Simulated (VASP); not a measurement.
# Y (I4_1/amd) in VASP: a series of runs

Y is run at these levels: LDA; tasks: single point.

All numbers are computed with VASP 6.6.1; they aren't measurements. Logs are shortened: lines on timing, memory, paths and dates and some standing lists are left out, and cuts for length are marked.

### Step 1. The cell of the first run

Symmetry: I4_1/amd, No. 141, tetragonal system. Conventional cell: a = 6.016 Å, b = 6.016 Å, c = 3.324 Å, α = 90.00°, β = 90.00°, γ = 90.00°. Within 4.1 Å of Y (site symmetry -4m2) lie 10 Y at 3.12 to 3.91 Å.

### Step 2. Single point, LDA

File INCAR:

```
ALGO = Normal
EDIFF = 1E-6
ENCUT = 520
ISIF = 2
ISMEAR = -1
LASPH = T
LCHARG = T
LELF = T
LREAL = F
LVHAR = T
LWAVE = F
NBANDS = 18
NELM = 60
PREC = Accurate
SIGMA = 0.08
```

File KPOINTS:

```
k-points
0
Gamma
  13 13 13
```

File POSCAR:

```
Y
1.0
   -3.0082178134      3.0082178134      1.6621365858
    3.0082178134     -3.0082178134      1.6621365858
    3.0082178134      3.0082178134     -1.6621365858
Y
2
Direct
   -0.3750000000     -0.1250000000     -0.2500000000
    0.3750000000      0.1250000000      0.2500000000
```

Potentials or basis: VASP PAW LDA potentials, release 64 (Y_sv).

The run is started by

```sh
> cat potpaw_LDA.64/Y_sv/POTCAR > POTCAR
> mpirun -np 1 vasp_std > vasp.out
```

OUTCAR:

```text
EDIFF = 1E-6
   ENCUT = 520
   ISIF = 2
   ISMEAR = -1
   LASPH = T
   LREAL = F
   NELM = 60
   PREC = Accurate

 ion  position               nearest neighbor table
   1  0.625  0.875  0.750-   2 3.12   2 3.12   2 3.12   2 3.12   2 3.91   2 3.91   2 3.91   2 3.91

   2  0.375  0.125  0.250-   1 3.12   1 3.12   1 3.12   1 3.12   1 3.91   1 3.91   1 3.91   1 3.91

  LATTYP: Found a body centered tetragonal cell.
 ALAT       =     6.0164356268
 C/A-ratio  =     0.5525319937

  Lattice vectors:

 A1 = (  -3.0082178134,   3.0082178134,   1.6621365858)
 A2 = (   3.0082178134,  -3.0082178134,   1.6621365858)
 A3 = (   3.0082178134,   3.0082178134,  -1.6621365858)

Analysis of symmetry for initial positions (statically):
=====================================================================
 Subroutine PRICEL returns:
 Original cell was already a primitive cell.

 Routine SETGRP: Setting up the symmetry group for a
 body centered tetragonal supercell.

 Subroutine GETGRP returns: Found 16 space group operations
 (whereof  4 operations were pure point group operations)
 out of a pool of 16 trial point group operations.

The static configuration has the point symmetry C_2h.
 The point group associated with its full space group is D_4h.

Analysis of symmetry for dynamics (positions and initial velocities):
=====================================================================
 Subroutine PRICEL returns:
 Original cell was already a primitive cell.

 Routine SETGRP: Setting up the symmetry group for a
 body centered tetragonal supercell.

 Subroutine GETGRP returns: Found 16 space group operations
 (whereof  4 operations were pure point group operations)
 out of a pool of 16 trial point group operations.

The dynamic configuration has the point symmetry C_2h.
 The point group associated with its full space group is D_4h.

 Subroutine INISYM returns: Found 16 space group operations
 (whereof  4 operations are pure point group operations),
 and found     1 'primitive' translations

----------------------------------------------------------------------------------------

                                     Primitive cell

  volume of cell :      60.1652

  direct lattice vectors                    reciprocal lattice vectors
    -3.008217813  3.008217813  1.662136586     0.000000000  0.166211369  0.300817637
     3.008217813 -3.008217813  1.662136586     0.166211369  0.000000000  0.300817637
     3.008217813  3.008217813 -1.662136586     0.166211369  0.166211369  0.000000000

  length of vectors
     4.567433290  4.567433290  4.567433290     0.343682222  0.343682222  0.235058372

  position of ions in fractional coordinates (direct lattice)
     0.625000000  0.875000000  0.750000000
     0.375000000  0.125000000  0.250000000

  ion indices of the primitive-cell ions
   primitive index   ion index
                 1           1
                 2           2

----------------------------------------------------------------------------------------

 KPOINTS: k-points

Automatic generation of k-mesh.
 Grid dimensions read from file:
 generate k-points for:   13   13   13

 Generating k-lattice:

  Cartesian coordinates                     Fractional coordinates (reciprocal lattice)
     0.000000000  0.012785490  0.023139818     0.076923077  0.000000000  0.000000000
     0.012785490  0.000000000  0.023139818     0.000000000  0.076923077  0.000000000
     0.012785490  0.012785490  0.000000000     0.000000000  0.000000000  0.076923077

  Length of vectors
     0.026437094  0.026437094  0.018081413

  Shift w.r.t. Gamma in fractional coordinates (k-lattice)
     0.000000000  0.000000000  0.000000000

 Subroutine IBZKPT returns following result:
 ===========================================

 Found    196 irreducible k-points:

 Following reciprocal coordinates:
            Coordinates               Weight
  0.000000  0.000000  0.000000      1.000000
  0.076923 -0.000000  0.000000      8.000000
  0.153846  0.000000  0.000000      8.000000
  0.230769  0.000000 -0.000000      8.000000
  0.307692  0.000000  0.000000      8.000000
  0.384615  0.000000  0.000000      8.000000
[... 16 lines left out ...]
  0.384615  0.153846  0.000000     16.000000
  0.461538  0.153846  0.000000     16.000000
 [... further k-points ...]
   k-points           NKPTS =    196   k-points in BZ     NKDIM =    196   number of bands    NBANDS=     18
   number of dos      NEDOS =    301   number of ions     NIONS =      2
   total plane-waves  NPLWV =  46656
   dimension x,y,z NGX =    36 NGY =   36 NGZ =   36
   dimension x,y,z NGXF=    72 NGYF=   72 NGZF=   72
   ions per type =               2
   NGX,Y,Z   is equivalent  to a cutoff of  13.10, 13.10, 13.10 a.u.
   NGXF,Y,Z  is equivalent  to a cutoff of  26.21, 26.21, 26.21 a.u.
 SYSTEM =  unknown system
   PREC   = accura    normal or accurate (medium, high low for compatibility)
   ISTART =      0    job   : 0-new  1-cont  2-samecut
   ICHARG =      2    charge: 1-file 2-atom 10-const
   ISPIN  =      1    spin polarized calculation?
   LNONCOLLINEAR =      F non collinear calculations
   LSORBIT =      F    spin-orbit coupling
   LASPH  =      T    aspherical Exc in radial PAW
   ENCUT  =  520.0 eV  38.22 Ry    6.18 a.u.   8.49  8.49  8.49*2*pi/ulx,y,z
   NELM   =     60;   NELMIN=  2; NELMDL= -5     # of ELM steps
   EDIFF  = 0.1E-05   stopping-criterion for ELM
   LREAL  =      F    real-space projection
   EDIFFG = 0.1E-04   stopping-criterion for IOM
   NSW    =      0    number of steps for IOM
   IBRION =     -1    ionic relax: 0-MD 1-quasi-New 2-CG
   NFREE  =      0    steps in history (QN), initial steepest desc. (CG)
   ISIF   =      2    stress and relaxation
   ISYM   =      2    0-nonsym 1-usesym 2-fastsym
   POTIM  = 0.5000    time-step for ionic-motion
   TEBEG  =    0.0;   TEEND  =   0.0 temperature during run
   PSTRESS=    0.0 pullay stress
   NELECT =      22.0000    total number of electrons
   NUPDOWN=      -1.0000    fix difference up-down
   EMIN   =  10.00;   EMAX   =-10.00  energy-range for DOS
   EFERMI =   0.00;   METHOD = LEGACY
   ISMEAR =    -1;   SIGMA  =   0.08  broadening in eV -4-tet -1-fermi 0-gaus
   EFERMI_NEDOS =   21; number of points for ismear=-14 and -15
   IALGO  =     38    algorithm
   IMIX   =      4    mixing-type and parameters
     AMIX     =   0.40;   BMIX     =  1.00
     AMIX_MAG =   1.60;   BMIX_MAG =  1.00
  volume/ion in A,a.u.               =      30.08       203.01
  Fermi-wavevector in a.u.,A,eV,Ry     =   1.170669  2.212243 18.646308  1.370465
  Thomas-Fermi vector in A             =   2.307124
   LORBIT       =      0    0 simple, 1 ext, 2 COOP (PROOUT), +10 PAW based schemes
   GGA     = CA    functional components
   LHFCALC =     F    Hartree Fock is set to
   AEXX    =    0.0000 exact exchange contribution
   IVDW    =     0    specifies the selected vdW correction
   LEPSILON=     F    determine dielectric tensor
   LRPA    =     F    only Hartree local field effects (RPA)
 non-spin polarized calculation
  energy-cutoff  :      520.00
  volume of cell :       60.17
 maximum number of plane-waves:      1644
 NGX is ok and might be reduce to    36
   NGX = 17   NGY = 17   NGZ = 17

 number of electron      21.9999999 magnetization

 Free energy of the ion-electron system (eV)
  ---------------------------------------------------
  ext. energy  EPLUGINS =         0.00000000
  ---------------------------------------------------
  free energy    TOTEN  =       -13.06802435 eV

  energy without entropy =      -12.98547436  energy(sigma->0) =      -13.02674936

 E-fermi :   3.2106     XC(G=0):  -9.9683

 val. band max:        3.2103513080   @ k =  -0.1538   0.0769  -0.0000
 cond. band min:       3.2140524154   @ k =  -0.1538   0.2308   0.0769
 fundamental gap:      0.0037011074
 Fermi energy:         3.2105937199

 k-point     1 :       0.0000    0.0000    0.0000
  band No.  band energies     occupation
      1     -39.2729      2.00000
      2     -39.0353      2.00000
      3     -19.7660      2.00000
      4     -19.7660      2.00000
      5     -18.9391      2.00000
      6     -18.9258      2.00000
[... 10 lines left out ...]
     17       6.7732      0.00000
     18       8.2044      0.00000

 k-point     2 :       0.0769   -0.0000    0.0000
  band No.  band energies     occupation
      1     -39.2668      2.00000
      2     -39.0351      2.00000
      3     -19.7631      2.00000
      4     -19.7486      2.00000
      5     -18.9853      2.00000
      6     -18.9645      2.00000
[... 10 lines left out ...]
     17       7.2128      0.00000
     18       8.5337      0.00000

 k-point     3 :       0.1538    0.0000    0.0000
  band No.  band energies     occupation
      1     -39.2495      2.00000
      2     -39.0349      2.00000
      3     -19.7549      2.00000
      4     -19.7010      2.00000
      5     -19.0962      2.00000
      6     -19.0633      2.00000
[... 10 lines left out ...]
     17       6.9550      0.00000
     18       8.9717      0.00000

 k-point     4 :       0.2308    0.0000   -0.0000
  band No.  band energies     occupation
      1     -39.2242      2.00000
      2     -39.0356      2.00000
      3     -19.7431      2.00000
      4     -19.6389      2.00000
      5     -19.2480      2.00000
      6     -19.1837      2.00000
[... 10 lines left out ...]
     17       6.5075      0.00000
     18       8.5876      0.00000

 k-point     5 :       0.3077    0.0000    0.0000
  band No.  band energies     occupation
      1     -39.1956      2.00000
      2     -39.0379      2.00000
      3     -19.7304      2.00000
      4     -19.5984      2.00000
      5     -19.3982      2.00000
      6     -19.2789      2.00000
[... 10 lines left out ...]
     17       6.5440      0.00000
     18       8.0704      0.00000

 k-point     6 :       0.3846    0.0000    0.0000
  band No.  band energies     occupation
      1     -39.1695      2.00000
      2     -39.0421      2.00000
      3     -19.7196      2.00000
      4     -19.6268      2.00000
      5     -19.5055      2.00000
      6     -19.2929      2.00000
[... 10 lines left out ...]
     17       7.4276      0.00000
     18       7.5839      0.00000

 k-point     7 :       0.4615    0.0000   -0.0000
  band No.  band energies     occupation
      1     -39.1532      2.00000
      2     -39.0460      2.00000
      3     -19.7134      2.00000
      4     -19.6735      2.00000
      5     -19.5600      2.00000
      6     -19.2538      2.00000
[... 10 lines left out ...]
     17       7.2733      0.00000
     18       7.9425      0.00000

 k-point     8 :       0.0769    0.0769    0.0000
  band No.  band energies     occupation
      1     -39.2527      2.00000
      2     -39.0318      2.00000
      3     -19.7371      2.00000
      4     -19.7368      2.00000
      5     -19.0729      2.00000
      6     -19.0722      2.00000
[... 10 lines left out ...]
     17       6.9020      0.00000
     18       9.0707      0.00000
[... 229 lines left out ...]
     17       6.8427      0.00000
     18       7.8957      0.00000

 k-point    20 :       0.1538    0.1538    0.0000
  band No.  band energies     occupation
      1     -39.2052      2.00000
      2     -39.0285      2.00000
      3     -19.6931      2.00000
      4     -19.6731      2.00000
      5     -19.3522      2.00000
      6     -19.3316      2.00000
[... 10 lines left out ...]
     17       6.4618      0.00000
     18       8.4603      0.00000

 k-point    21 :       0.2308    0.1538    0.0000
  band No.  band energies     occupation
      1     -39.1796      2.00000
      2     -39.0321      2.00000
      3     -19.7085      2.00000
      4     -19.6446      2.00000
      5     -19.4535      2.00000
      6     -19.4101      2.00000
[... 10 lines left out ...]
     17       7.5887      0.00000
     18       7.9900      0.00000

 k-point    22 :       0.3077    0.1538    0.0000
  band No.  band energies     occupation
      1     -39.1583      2.00000
      2     -39.0409      2.00000
      3     -19.7388      2.00000
      4     -19.6353      2.00000
      5     -19.5245      2.00000
      6     -19.3920      2.00000
[... 10 lines left out ...]
     17       7.4438      0.00000
     18       8.8873      0.00000

 k-point    23 :       0.3846    0.1538    0.0000
  band No.  band energies     occupation
      1     -39.1466      2.00000
      2     -39.0525      2.00000
      3     -19.7461      2.00000
      4     -19.6252      2.00000
      5     -19.5461      2.00000
      6     -19.3317      2.00000
[... 10 lines left out ...]
     17       7.0817      0.00000
     18       8.5759      0.00000

 k-point    24 :       0.4615    0.1538    0.0000
  band No.  band energies     occupation
      1     -39.1503      2.00000
      2     -39.0612      2.00000
      3     -19.7297      2.00000
      4     -19.5912      2.00000
      5     -19.5174      2.00000
      6     -19.2570      2.00000
[... 10 lines left out ...]
     17       6.8492      0.00000
     18       7.9622      0.00000

 [... further k-points ...]
[... 5 lines left out ...]
  --------------------------------------------------------------------------------------
  -------------------------------------------------------------------------------------
  Total       -0.2505372     -0.2505372     -0.2763613      0.0000000      0.0000000      0.0000000
  in kB       -6.6717170     -6.6717170     -7.3594018      0.0000000      0.0000000      0.0000000
  external PRESSURE =      -6.9009453 kB  Pullay stress =       0.0000000 kB

 VOLUME and BASIS-vectors are now :
 -----------------------------------------------------------------------------
  energy-cutoff  :      520.00
  volume of cell :       60.17
      direct lattice vectors                 reciprocal lattice vectors
    -3.008217813  3.008217813  1.662136586     0.000000000  0.166211369  0.300817637
     3.008217813 -3.008217813  1.662136586     0.166211369  0.000000000  0.300817637
     3.008217813  3.008217813 -1.662136586     0.166211369  0.166211369  0.000000000

 POSITION                                       TOTAL-FORCE (eV/Angst)
 -----------------------------------------------------------------------------------
      3.00822      1.50411      1.24660        -0.000000      0.000000      0.000000
      0.00000      1.50411      0.41553         0.000000     -0.000000     -0.000000
 -----------------------------------------------------------------------------------
    total drift:                               -0.000000     -0.000000      0.000000

  FREE ENERGIE OF THE ION-ELECTRON SYSTEM (eV)
  ---------------------------------------------------
  free  energy   TOTEN  =       -13.0680243487 eV

  energy  without entropy=      -12.9854743633  energy(sigma->0) =      -13.02674936
```

Wall time 4 min (1 thread of Oxide Virtual Turin-like, shared host); peak memory 0.29 GiB.

Results:

```yaml
Free_energy: -13.0680 eV
Pressure: -0.7 GPa
Band_gap_on_the_k_mesh: zero (bands 11 and 12 overlap by 1.22 eV)
```

### Step 3. Single point, LDA

File INCAR:

```
SYSTEM = Y
PREC = Accurate
ENCUT = 520
EDIFF = 1E-7
ISMEAR = -1
SIGMA = 0.08
LREAL = .False.
LASPH = .True.
NELM = 80
ALGO = Normal
ISIF = 2
LWAVE = .False.
LCHARG = .True.
LELF = .True.
LVHAR = .True.
NBANDS = 18
```

File KPOINTS:

```
Automatic mesh
0
Gamma
  13 13 13
  0 0 0
```

POSCAR is that of step 2.

Potentials or basis: VASP PAW LDA potentials, release 64 (Y_sv).

The run is started by

```sh
> cat potpaw_LDA.64/Y_sv/POTCAR > POTCAR
> mpirun -np 1 vasp_std > vasp.out
```

OUTCAR:

```text
SYSTEM = Y
   PREC = Accurate
   ENCUT = 520
   EDIFF = 1E-7
   ISMEAR = -1
   LREAL = .False.
   LASPH = .True.
   NELM = 80
   ISIF = 2

 ion  position               nearest neighbor table
   1  0.625  0.875  0.750-   2 3.12   2 3.12   2 3.12   2 3.12   2 3.91   2 3.91   2 3.91   2 3.91

   2  0.375  0.125  0.250-   1 3.12   1 3.12   1 3.12   1 3.12   1 3.91   1 3.91   1 3.91   1 3.91

  LATTYP: Found a body centered tetragonal cell.
 ALAT       =     6.0164356268
 C/A-ratio  =     0.5525319937

  Lattice vectors:

 A1 = (  -3.0082178134,   3.0082178134,   1.6621365858)
 A2 = (   3.0082178134,  -3.0082178134,   1.6621365858)
 A3 = (   3.0082178134,   3.0082178134,  -1.6621365858)

Analysis of symmetry for initial positions (statically):
=====================================================================
 Subroutine PRICEL returns:
 Original cell was already a primitive cell.

 Routine SETGRP: Setting up the symmetry group for a
 body centered tetragonal supercell.

 Subroutine GETGRP returns: Found 16 space group operations
 (whereof  4 operations were pure point group operations)
[... 157 lines left out ...]

 Free energy of the ion-electron system (eV)
  ---------------------------------------------------
  ext. energy  EPLUGINS =         0.00000000
  ---------------------------------------------------
  free energy    TOTEN  =       -13.06802431 eV

  energy without entropy =      -12.98547195  energy(sigma->0) =      -13.02674813

 E-fermi :   3.2106     XC(G=0):  -9.9683

 val. band max:        3.2103895202   @ k =  -0.1538   0.0769  -0.0000
 cond. band min:       3.2139831644   @ k =  -0.1538   0.2308   0.0769
 fundamental gap:      0.0035936442
 Fermi energy:         3.2105638384

 k-point     1 :       0.0000    0.0000    0.0000
  band No.  band energies     occupation
      1     -39.2728      2.00000
      2     -39.0353      2.00000
      3     -19.7661      2.00000
      4     -19.7661      2.00000
      5     -18.9390      2.00000
      6     -18.9257      2.00000
[... 481 lines left out ...]
      5     -19.5173      2.00000
      6     -19.2570      2.00000
[... 10 lines left out ...]
     17       6.8492      0.00000
     18       7.9622      0.00000

 [... further k-points ...]
[... 5 lines left out ...]
  --------------------------------------------------------------------------------------
  -------------------------------------------------------------------------------------
  Total       -0.2540316     -0.2540316     -0.2753431      0.0000000      0.0000000      0.0000000
  in kB       -6.7647695     -6.7647695     -7.3322885      0.0000000      0.0000000      0.0000000
  external PRESSURE =      -6.9539425 kB  Pullay stress =       0.0000000 kB

 VOLUME and BASIS-vectors are now :
 -----------------------------------------------------------------------------
  energy-cutoff  :      520.00
  volume of cell :       60.17
      direct lattice vectors                 reciprocal lattice vectors
    -3.008217813  3.008217813  1.662136586     0.000000000  0.166211369  0.300817637
     3.008217813 -3.008217813  1.662136586     0.166211369  0.000000000  0.300817637
     3.008217813  3.008217813 -1.662136586     0.166211369  0.166211369  0.000000000

 POSITION                                       TOTAL-FORCE (eV/Angst)
 -----------------------------------------------------------------------------------
      3.00822      1.50411      1.24660        -0.000000     -0.000000     -0.000000
      0.00000      1.50411      0.41553         0.000000      0.000000      0.000000
 -----------------------------------------------------------------------------------
    total drift:                               -0.000000     -0.000000      0.000000

  FREE ENERGIE OF THE ION-ELECTRON SYSTEM (eV)
  ---------------------------------------------------
  free  energy   TOTEN  =       -13.0680243121 eV

  energy  without entropy=      -12.9854719525  energy(sigma->0) =      -13.02674813
```

stdout:

```text
POSCAR found type information on POSCAR Y
 POSCAR found :  1 types and       2 ions
 scaLAPACK will be used
 LDA part: xc-table for (Slater(with rela. corr.)+CA(PZ))
 , standard interpolation
 POSCAR, INCAR and KPOINTS ok, starting setup
 FFT: planning ... GRIDC
 FFT: planning ... GRID_SOFT
 FFT: planning ... GRID
 WAVECAR not read
 entering main loop
```

Run time: 4.8 min. Hardware: 1 thread of Oxide Virtual Turin-like, shared host; peak memory 0.29 GiB.

Results:

```
Free energy            : -13.0680 eV
Pressure               : -0.7 GPa
Band gap on the k mesh : zero (bands 11 and 12 overlap by 1.22 eV)
```
